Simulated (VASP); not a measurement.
A run of VASP 6.6.1:

File POSCAR:

```
TiAl3
1.0
    3.6267548088      0.0000000000      0.0000000000
    0.0000000000      3.6267548088      0.0000000000
    0.0000000000      0.0000000000      3.6267548088
Ti Al
1 3
Direct
    0.0000000000      0.0000000000      0.0000000000
    0.5000000000      0.5000000000      0.0000000000
    0.5000000000      0.0000000000      0.5000000000
    0.0000000000      0.5000000000      0.5000000000
```

INCAR.step1

```
ALGO     = Normal         # electronic algorithm
EDIFF    = 1E-4           # SCF threshold, eV
ENCUT    = 520            # plane-wave cutoff, eV
GGA      = PE             # functional
ISMEAR   = 0              # smearing method
LASPH    = T              # aspherical terms in the spheres
LCHARG   = F              # write CHGCAR
LREAL    = F              # projectors in reciprocal space
LWAVE    = T              # write WAVECAR
NBANDS   = 18             # bands
NELM     = 80             # most SCF steps
PREC     = Accurate       # precision mode
SIGMA    = 0.1            # smearing width, eV
```

File INCAR.step2:

```
ALGO     = Normal         # electronic algorithm
EDIFF    = 1E-7           # SCF threshold, eV
ENCUT    = 520            # plane-wave cutoff, eV
ISIF     = 2              # what is computed and relaxed
ISMEAR   = 0              # smearing method
ISTART   = 1            
LASPH    = T              # aspherical terms in the spheres
LCHARG   = F              # write CHGCAR
LMIXTAU  = T            
LREAL    = F              # projectors in reciprocal space
LWAVE    = F              # write WAVECAR
METAGGA  = R2SCAN         # meta-GGA
NBANDS   = 18             # bands
NELM     = 80             # most SCF steps
PREC     = Accurate       # precision mode
SIGMA    = 0.1            # smearing width, eV
```

KPOINTS

```
k-points
0
Gamma
  12 12 12
```

Potentials or basis: VASP PAW PBE potentials, release 64 (Ti_sv, Al).

Launch:

```bash
$ cat potpaw_PBE.64/Ti_sv/POTCAR potpaw_PBE.64/Al/POTCAR > POTCAR
$ cp INCAR.step1 INCAR
$ mpirun -np 1 vasp_std > vasp.out
$ cp INCAR.step2 INCAR
$ mpirun -np 1 vasp_std > vasp.out
```

Hardware: 1 thread of AMD EPYC 7R13 (shared host).

Task: How long does it take, and how much memory?

Result: It took 6.4 min on 1 thread of AMD EPYC 7R13, with other jobs on the host, peak memory 0.18 GiB. Counts: k points 84.
